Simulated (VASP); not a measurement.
# Bi2Te2Pb2Se3 (P-3m1) in VASP: further runs, part 2 of 2

VASP 6.6.1.

### 3 Single point, r2SCAN

Contents of POSCAR:

```
Bi2Te2Pb2Se3
1.0
    2.2011050000      3.8124240000      0.0000000000
   -2.2011050000      3.8124240000      0.0000000000
    0.0000000000      0.0000000000     17.5174260000
Bi Pb Te Se
2 2 2 3
Direct
    0.0000000000      0.0000000000      0.1947700000
    0.0000000000      0.0000000000      0.8052300000
    0.3333300000      0.3333400000      0.6012300000
    0.6666700000      0.6666600000      0.3987700000
    0.3333300000      0.3333400000      0.9106000000
    0.6666700000      0.6666600000      0.0894000000
    0.3333300000      0.3333400000      0.2981700000
    0.6666700000      0.6666600000      0.7018300000
    0.0000000000      0.0000000000      0.5000000000
```

Contents of INCAR.step1:

```
ALGO     = Normal         # electronic algorithm
EDIFF    = 1E-5           # SCF threshold, eV
ENCUT    = 550            # plane-wave cutoff, eV
GGA      = PE             # functional
GGA_COMPAT= F            
ISMEAR   = -1             # smearing method
LASPH    = T              # aspherical terms in the spheres
LCHARG   = F              # write CHGCAR
LREAL    = F              # projectors in reciprocal space
LWAVE    = T              # write WAVECAR
NBANDS   = 54             # bands
NELM     = 120            # most SCF steps
PREC     = Accurate       # precision mode
SIGMA    = 0.0178         # smearing width, eV
```

Contents of INCAR.step2:

```
ALGO     = Normal         # electronic algorithm
EDIFF    = 1E-6           # SCF threshold, eV
ENCUT    = 550            # plane-wave cutoff, eV
GGA_COMPAT= F            
ISIF     = 2              # what is computed and relaxed
ISMEAR   = -1             # smearing method
ISTART   = 1            
LASPH    = T              # aspherical terms in the spheres
LCHARG   = F              # write CHGCAR
LMIXTAU  = T            
LREAL    = F              # projectors in reciprocal space
LWAVE    = F              # write WAVECAR
METAGGA  = R2SCAN         # meta-GGA
NBANDS   = 54             # bands
NELM     = 120            # most SCF steps
PREC     = Accurate       # precision mode
SIGMA    = 0.0178         # smearing width, eV
```

Contents of KPOINTS:

```
k-points
0
Gamma
  5 5 1
```

Potentials or basis: VASP PAW PBE potentials, release 64 (Bi_d, Pb_d, Te, Se).

Run with:

```sh
cat potpaw_PBE.64/Bi_d/POTCAR potpaw_PBE.64/Pb_d/POTCAR potpaw_PBE.64/Te/POTCAR potpaw_PBE.64/Se/POTCAR > POTCAR
cp INCAR.step1 INCAR
mpirun -np 1 vasp_std > vasp.out
cp INCAR.step2 INCAR
mpirun -np 1 vasp_std > vasp.out
```

OUTCAR:

```text
EDIFF = 1E-6
   ENCUT = 550
   ISIF = 2
   ISMEAR = -1
   ISTART = 1
   LASPH = T
   LREAL = F
   METAGGA = R2SCAN
   NELM = 120
   PREC = Accurate

 ion  position               nearest neighbor table
   1  0.000  0.000  0.195-   7 3.12   7 3.12   7 3.12   6 3.14   6 3.14   6 3.14
   2  0.000  0.000  0.805-   8 3.12   8 3.12   8 3.12   5 3.14   5 3.14   5 3.14
   3  0.333  0.333  0.601-   8 3.09   8 3.09   8 3.09   9 3.10   9 3.10   9 3.10
   4  0.667  0.667  0.399-   7 3.09   7 3.09   7 3.09   9 3.10   9 3.10   9 3.10
   5  0.333  0.333  0.911-   2 3.14   2 3.14   2 3.14
   6  0.667  0.667  0.089-   1 3.14   1 3.14   1 3.14
   7  0.333  0.333  0.298-   4 3.09   4 3.09   4 3.09   1 3.12   1 3.12   1 3.12
   8  0.667  0.667  0.702-   3 3.09   3 3.09   3 3.09   2 3.12   2 3.12   2 3.12
   9  0.000  0.000  0.500-   4 3.10   3 3.10   4 3.10   3 3.10   4 3.10   3 3.10

  LATTYP: Found a hexagonal cell.
 ALAT       =     4.4022085340
 C/A-ratio  =     3.9792358460

  Lattice vectors:

 A1 = (   2.2011050000,  -3.8124240000,   0.0000000000)
 A2 = (   2.2011050000,   3.8124240000,   0.0000000000)
 A3 = (   0.0000000000,   0.0000000000,  17.5174260000)

Analysis of symmetry for initial positions (statically):
=====================================================================
 Subroutine PRICEL returns:
 Original cell was already a primitive cell.

 Routine SETGRP: Setting up the symmetry group for a
 hexagonal supercell.

 Subroutine GETGRP returns: Found  4 space group operations
 (whereof  4 operations were pure point group operations)
 out of a pool of 24 trial point group operations.

The static configuration has the point symmetry C_2h.

Analysis of symmetry for dynamics (positions and initial velocities):
=====================================================================
 Subroutine PRICEL returns:
 Original cell was already a primitive cell.

 Routine SETGRP: Setting up the symmetry group for a
 hexagonal supercell.

 Subroutine GETGRP returns: Found  4 space group operations
[... 128 lines left out ...]
   AEXX    =    0.0000 exact exchange contribution
   IVDW    =     0    specifies the selected vdW correction
   LEPSILON=     F    determine dielectric tensor
   LRPA    =     F    only Hartree local field effects (RPA)
 non-spin polarized calculation
  energy-cutoff  :      550.00
  volume of cell :      294.00
 maximum number of plane-waves:      8725
 NGX is ok and might be reduce to    36
   NGX = 17   NGY = 17   NGZ = 67

 number of electron      87.9999992 magnetization

 Free energy of the ion-electron system (eV)
  ---------------------------------------------------
  ext. energy  EPLUGINS =         0.00000000
  ---------------------------------------------------
  free energy    TOTEN  =      -327.61480591 eV

  energy without entropy =     -327.61480591  energy(sigma->0) =     -327.61480591

 E-fermi :   4.7150     XC(G=0):  -9.6309

 val. band max:        4.3932250382   @ k =   0.0000   0.0000   0.0000
 cond. band min:       5.0353900552   @ k =   0.0000   0.0000   0.0000
 fundamental gap:      0.6421650171
 Fermi energy:         4.7149639256

 k-point     1 :       0.0000    0.0000    0.0000
  band No.  band energies     occupation
      1     -19.2224      2.00000
      2     -19.2224      2.00000
      3     -19.2224      2.00000
      4     -19.2224      2.00000
      5     -19.2146      2.00000
      6     -19.2146      2.00000
[... 502 lines left out ...]
     53       8.6743      0.00000
     54       8.9954      0.00000

------------------------ aborting loop because EDIFF is reached ----------------------------------------

  FORCE on cell =-STRESS in cart. coord.  units (eV):
  Direction    XX          YY          ZZ          XY          YZ          ZX
  --------------------------------------------------------------------------------------
  -------------------------------------------------------------------------------------
  Total       -3.0740893     -3.0742278     -2.7771725     -0.0001223     -0.0001898      0.0003286
  in kB      -16.7527005    -16.7534553    -15.1346084     -0.0006666     -0.0010342      0.0017909
  external PRESSURE =     -16.2135881 kB  Pullay stress =       0.0000000 kB

 VOLUME and BASIS-vectors are now :
 -----------------------------------------------------------------------------
  energy-cutoff  :      550.00
  volume of cell :      294.00
      direct lattice vectors                 reciprocal lattice vectors
     2.201105000  3.812424000  0.000000000     0.227158632  0.131150155  0.000000000
    -2.201105000  3.812424000  0.000000000    -0.227158632  0.131150155  0.000000000
     0.000000000  0.000000000 17.517426000     0.000000000  0.000000000  0.057086013

 POSITION                                       TOTAL-FORCE (eV/Angst)
 -----------------------------------------------------------------------------------
      0.00000      0.00000      3.41187         0.000045     -0.000026     -0.836123
      0.00000      0.00000     14.10556        -0.000045      0.000026      0.836123
     -0.00002      2.54163     10.53200         0.000053     -0.000030      0.039239
      0.00002      5.08322      6.98542        -0.000053      0.000030     -0.039239
     -0.00002      2.54163     15.95137         0.000096     -0.000055     -0.793015
      0.00002      5.08322      1.56606        -0.000096      0.000055      0.793015
     -0.00002      2.54163      5.22317         0.000099     -0.000057      0.083089
      0.00002      5.08322     12.29426        -0.000099      0.000057     -0.083089
      0.00000      0.00000      8.75871         0.000000     -0.000000      0.000000
 -----------------------------------------------------------------------------------
    total drift:                               -0.000000      0.000000      0.000000

  FREE ENERGIE OF THE ION-ELECTRON SYSTEM (eV)
  ---------------------------------------------------
  free  energy   TOTEN  =      -327.6148059060 eV

  energy  without entropy=     -327.6148059052  energy(sigma->0) =     -327.61480591
```

OUTCAR.step1:

```text
EDIFF = 1E-5
   ENCUT = 550
   GGA = PE
   ISMEAR = -1
   LASPH = T
[... 743 lines left out ...]
      0.00002      5.08322      1.56606        -0.000087      0.000050      0.585411
     -0.00002      2.54163      5.22317         0.000102     -0.000059      0.051180
      0.00002      5.08322     12.29426        -0.000102      0.000059     -0.051180
      0.00000      0.00000      8.75871         0.000000      0.000000      0.000000
 -----------------------------------------------------------------------------------
    total drift:                               -0.000000      0.000000      0.000000

  FREE ENERGIE OF THE ION-ELECTRON SYSTEM (eV)
  ---------------------------------------------------
  free  energy   TOTEN  =       -35.4225007090 eV

  energy  without entropy=      -35.4225000950  energy(sigma->0) =      -35.42250040
```

Wall time 5.9 min (1 thread of Intel Xeon 6975P-C (Granite Rapids), shared host); peak memory 0.57 GiB.

What came out:

- Free energy: -327.6148 eV
- Pressure: -1.6 GPa
- Largest force: 0.836 eV/Å
- Band gap on the k mesh: 0.64 eV

Forces in eV/Å, atoms in the order of the input:
```
Bi   0.000  0.000 -0.836
Bi   0.000  0.000  0.836
Pb   0.000  0.000  0.039
Pb   0.000  0.000 -0.039
Te   0.000  0.000 -0.793
Te   0.000  0.000  0.793
Se   0.000  0.000  0.083
Se   0.000  0.000 -0.083
Se   0.000  0.000  0.000
```

Caveat: the PAW data sets were made with another functional, which shifts forces and pressure a little; spin-orbit coupling is left out, which moves the levels of the heavy elements.

### 4 Single point, r2SCAN

POSCAR is that of step 3.

Contents of INCAR.step1:

```
SYSTEM = Bi2Te2Pb2Se3
PREC = Accurate
ENCUT = 550
ISMEAR = -1
SIGMA = 0.0178
LREAL = .False.
LASPH = .True.
NELM = 120
NBANDS = 54
GGA = PE
ALGO = Normal
EDIFF = 1E-5
LWAVE = .True.
LCHARG = .False.
GGA_COMPAT = .False.
```

Contents of INCAR.step2:

```
SYSTEM = Bi2Te2Pb2Se3
PREC = Accurate
ENCUT = 550
EDIFF = 1E-6
ISMEAR = -1
SIGMA = 0.0178
LREAL = .False.
LASPH = .True.
NELM = 120
ALGO = Normal
ISIF = 2
LWAVE = .False.
LCHARG = .False.
METAGGA = R2SCAN
LMIXTAU = .True.
NBANDS = 54
ISTART = 1
GGA_COMPAT = .False.
```

Contents of KPOINTS:

```
regular mesh
0
Gamma
  5 5 1
  0 0 0
```

Potentials or basis: VASP PAW PBE potentials, release 64 (Bi_d, Pb_d, Te, Se).

Run with:

```sh
cat potpaw_PBE.64/Bi_d/POTCAR potpaw_PBE.64/Pb_d/POTCAR potpaw_PBE.64/Te/POTCAR potpaw_PBE.64/Se/POTCAR > POTCAR
cp INCAR.step1 INCAR
mpirun -np 1 vasp_std > vasp.out
cp INCAR.step2 INCAR
mpirun -np 1 vasp_std > vasp.out
```

OUTCAR:

```text
SYSTEM = Bi2Te2Pb2Se3
   PREC = Accurate
   ENCUT = 550
   EDIFF = 1E-6
   ISMEAR = -1
   LREAL = .False.
   LASPH = .True.
   NELM = 120
   ISIF = 2
   METAGGA = R2SCAN
   ISTART = 1

 ion  position               nearest neighbor table
   1  0.000  0.000  0.195-   7 3.12   7 3.12   7 3.12   6 3.14   6 3.14   6 3.14
   2  0.000  0.000  0.805-   8 3.12   8 3.12   8 3.12   5 3.14   5 3.14   5 3.14
   3  0.333  0.333  0.601-   8 3.09   8 3.09   8 3.09   9 3.10   9 3.10   9 3.10
   4  0.667  0.667  0.399-   7 3.09   7 3.09   7 3.09   9 3.10   9 3.10   9 3.10
   5  0.333  0.333  0.911-   2 3.14   2 3.14   2 3.14
   6  0.667  0.667  0.089-   1 3.14   1 3.14   1 3.14
   7  0.333  0.333  0.298-   4 3.09   4 3.09   4 3.09   1 3.12   1 3.12   1 3.12
   8  0.667  0.667  0.702-   3 3.09   3 3.09   3 3.09   2 3.12   2 3.12   2 3.12
   9  0.000  0.000  0.500-   4 3.10   3 3.10   4 3.10   3 3.10   4 3.10   3 3.10

  LATTYP: Found a hexagonal cell.
 ALAT       =     4.4022085340
 C/A-ratio  =     3.9792358460

  Lattice vectors:

 A1 = (   2.2011050000,  -3.8124240000,   0.0000000000)
 A2 = (   2.2011050000,   3.8124240000,   0.0000000000)
 A3 = (   0.0000000000,   0.0000000000,  17.5174260000)

Analysis of symmetry for initial positions (statically):
=====================================================================
 Subroutine PRICEL returns:
 Original cell was already a primitive cell.

 Routine SETGRP: Setting up the symmetry group for a
 hexagonal supercell.

 Subroutine GETGRP returns: Found  4 space group operations
 (whereof  4 operations were pure point group operations)
 out of a pool of 24 trial point group operations.

The static configuration has the point symmetry C_2h.

Analysis of symmetry for dynamics (positions and initial velocities):
=====================================================================
 Subroutine PRICEL returns:
 Original cell was already a primitive cell.

 Routine SETGRP: Setting up the symmetry group for a
 hexagonal supercell.

 Subroutine GETGRP returns: Found  4 space group operations
 (whereof  4 operations were pure point group operations)
 out of a pool of 24 trial point group operations.

The dynamic configuration has the point symmetry C_2h.

 Subroutine INISYM returns: Found  4 space group operations
 (whereof  4 operations are pure point group operations),
 and found     1 'primitive' translations

----------------------------------------------------------------------------------------

                                     Primitive cell

  volume of cell :     293.9966

  direct lattice vectors                    reciprocal lattice vectors
     2.201105000  3.812424000  0.000000000     0.227158632  0.131150155  0.000000000
    -2.201105000  3.812424000  0.000000000    -0.227158632  0.131150155  0.000000000
     0.000000000  0.000000000 17.517426000     0.000000000  0.000000000  0.057086013

  length of vectors
     4.402208534  4.402208534 17.517426000     0.262300223  0.262300223  0.057086013

  position of ions in fractional coordinates (direct lattice)
     0.000000000  0.000000000  0.194770000
     0.000000000  0.000000000  0.805230000
     0.333330000  0.333340000  0.601230000
     0.666670000  0.666660000  0.398770000
[... 52 lines left out ...]
  0.200000  0.400000  0.000000      4.000000
 -0.400000  0.200000  0.000000      4.000000
 -0.200000  0.400000  0.000000      2.000000
   k-points           NKPTS =      9   k-points in BZ     NKDIM =      9   number of bands    NBANDS=     54
   number of dos      NEDOS =    301   number of ions     NIONS =      9
   total plane-waves  NPLWV = 181440
   dimension x,y,z NGX =    36 NGY =   36 NGZ =  140
   dimension x,y,z NGXF=    72 NGYF=   72 NGZF=  280
   ions per type =               2   2   2   3
   NGX,Y,Z   is equivalent  to a cutoff of  13.60, 13.60, 13.29 a.u.
   NGXF,Y,Z  is equivalent  to a cutoff of  27.19, 27.19, 26.57 a.u.
 SYSTEM =  Bi2Te2Pb2Se3
   PREC   = accura    normal or accurate (medium, high low for compatibility)
   ISTART =      1    job   : 0-new  1-cont  2-samecut
   ICHARG =      0    charge: 1-file 2-atom 10-const
   ISPIN  =      1    spin polarized calculation?
   LNONCOLLINEAR =      F non collinear calculations
   LSORBIT =      F    spin-orbit coupling
   LASPH  =      T    aspherical Exc in radial PAW
   ENCUT  =  550.0 eV  40.42 Ry    6.36 a.u.   8.42  8.42 33.50*2*pi/ulx,y,z
   NELM   =    120;   NELMIN=  2; NELMDL=  0     # of ELM steps
   EDIFF  = 0.1E-05   stopping-criterion for ELM
   LREAL  =      F    real-space projection
   EDIFFG = 0.1E-04   stopping-criterion for IOM
   NSW    =      0    number of steps for IOM
   IBRION =     -1    ionic relax: 0-MD 1-quasi-New 2-CG
   NFREE  =      0    steps in history (QN), initial steepest desc. (CG)
   ISIF   =      2    stress and relaxation
   ISYM   =      2    0-nonsym 1-usesym 2-fastsym
   POTIM  = 0.5000    time-step for ionic-motion
   TEBEG  =    0.0;   TEEND  =   0.0 temperature during run
   PSTRESS=    0.0 pullay stress
   NELECT =      88.0000    total number of electrons
   NUPDOWN=      -1.0000    fix difference up-down
   EMIN   =  10.00;   EMAX   =-10.00  energy-range for DOS
   EFERMI =   0.00;   METHOD = LEGACY
   ISMEAR =    -1;   SIGMA  =   0.02  broadening in eV -4-tet -1-fermi 0-gaus
   EFERMI_NEDOS =   21; number of points for ismear=-14 and -15
   IALGO  =     38    algorithm
   IMIX   =      4    mixing-type and parameters
     AMIX     =   0.40;   BMIX     =  1.00
     AMIX_MAG =   1.60;   BMIX_MAG =  1.00
  volume/ion in A,a.u.               =      32.67       220.44
  Fermi-wavevector in a.u.,A,eV,Ry     =   1.095103  2.069445 16.316795  1.199251
  Thomas-Fermi vector in A             =   2.231420
   LORBIT       =      0    0 simple, 1 ext, 2 COOP (PROOUT), +10 PAW based schemes
   METAGGA = R2SCAN    functional components
   LHFCALC =     F    Hartree Fock is set to
   AEXX    =    0.0000 exact exchange contribution
   IVDW    =     0    specifies the selected vdW correction
   LEPSILON=     F    determine dielectric tensor
   LRPA    =     F    only Hartree local field effects (RPA)
 non-spin polarized calculation
  energy-cutoff  :      550.00
  volume of cell :      294.00
 maximum number of plane-waves:      8725
 NGX is ok and might be reduce to    36
   NGX = 17   NGY = 17   NGZ = 67

 number of electron      87.9999992 magnetization

 Free energy of the ion-electron system (eV)
  ---------------------------------------------------
  ext. energy  EPLUGINS =         0.00000000
  ---------------------------------------------------
  free energy    TOTEN  =      -327.61480591 eV

  energy without entropy =     -327.61480591  energy(sigma->0) =     -327.61480591

 E-fermi :   4.7150     XC(G=0):  -9.6309

 val. band max:        4.3932250382   @ k =   0.0000   0.0000   0.0000
 cond. band min:       5.0353900552   @ k =   0.0000   0.0000   0.0000
 fundamental gap:      0.6421650171
 Fermi energy:         4.7149639256

 k-point     1 :       0.0000    0.0000    0.0000
  band No.  band energies     occupation
      1     -19.2224      2.00000
      2     -19.2224      2.00000
      3     -19.2224      2.00000
      4     -19.2224      2.00000
      5     -19.2146      2.00000
      6     -19.2146      2.00000
[... 502 lines left out ...]
     53       8.6743      0.00000
     54       8.9954      0.00000

------------------------ aborting loop because EDIFF is reached ----------------------------------------

  FORCE on cell =-STRESS in cart. coord.  units (eV):
  Direction    XX          YY          ZZ          XY          YZ          ZX
  --------------------------------------------------------------------------------------
  -------------------------------------------------------------------------------------
  Total       -3.0740893     -3.0742278     -2.7771725     -0.0001223     -0.0001898      0.0003286
  in kB      -16.7527005    -16.7534553    -15.1346084     -0.0006666     -0.0010342      0.0017909
  external PRESSURE =     -16.2135881 kB  Pullay stress =       0.0000000 kB

 VOLUME and BASIS-vectors are now :
 -----------------------------------------------------------------------------
  energy-cutoff  :      550.00
  volume of cell :      294.00
      direct lattice vectors                 reciprocal lattice vectors
     2.201105000  3.812424000  0.000000000     0.227158632  0.131150155  0.000000000
    -2.201105000  3.812424000  0.000000000    -0.227158632  0.131150155  0.000000000
     0.000000000  0.000000000 17.517426000     0.000000000  0.000000000  0.057086013

 POSITION                                       TOTAL-FORCE (eV/Angst)
 -----------------------------------------------------------------------------------
      0.00000      0.00000      3.41187         0.000045     -0.000026     -0.836123
      0.00000      0.00000     14.10556        -0.000045      0.000026      0.836123
     -0.00002      2.54163     10.53200         0.000053     -0.000030      0.039239
      0.00002      5.08322      6.98542        -0.000053      0.000030     -0.039239
     -0.00002      2.54163     15.95137         0.000096     -0.000055     -0.793015
      0.00002      5.08322      1.56606        -0.000096      0.000055      0.793015
     -0.00002      2.54163      5.22317         0.000099     -0.000057      0.083089
      0.00002      5.08322     12.29426        -0.000099      0.000057     -0.083089
      0.00000      0.00000      8.75871         0.000000     -0.000000      0.000000
 -----------------------------------------------------------------------------------
    total drift:                               -0.000000      0.000000      0.000000

  FREE ENERGIE OF THE ION-ELECTRON SYSTEM (eV)
  ---------------------------------------------------
  free  energy   TOTEN  =      -327.6148059060 eV

  energy  without entropy=     -327.6148059052  energy(sigma->0) =     -327.61480591
```

It took 6.5 min on 1 thread of Intel Xeon 6975P-C (Granite Rapids), shared host; peak memory 0.56 GiB.

What came out:

```yaml
Free_energy: -327.6148 eV
Pressure: -1.6 GPa
Largest_force: 0.836 eV/Å
Band_gap_on_the_k_mesh: 0.64 eV
```

Forces on the atoms (eV/Å):
```
Bi   0.000  0.000 -0.836
Bi   0.000  0.000  0.836
Pb   0.000  0.000  0.039
Pb   0.000  0.000 -0.039
Te   0.000  0.000 -0.793
Te   0.000  0.000  0.793
Se   0.000  0.000  0.083
Se   0.000  0.000 -0.083
Se   0.000  0.000  0.000
```

Caveat: the PAW data sets were made with another functional, which shifts forces and pressure a little; spin-orbit coupling is left out, which moves the levels of the heavy elements.
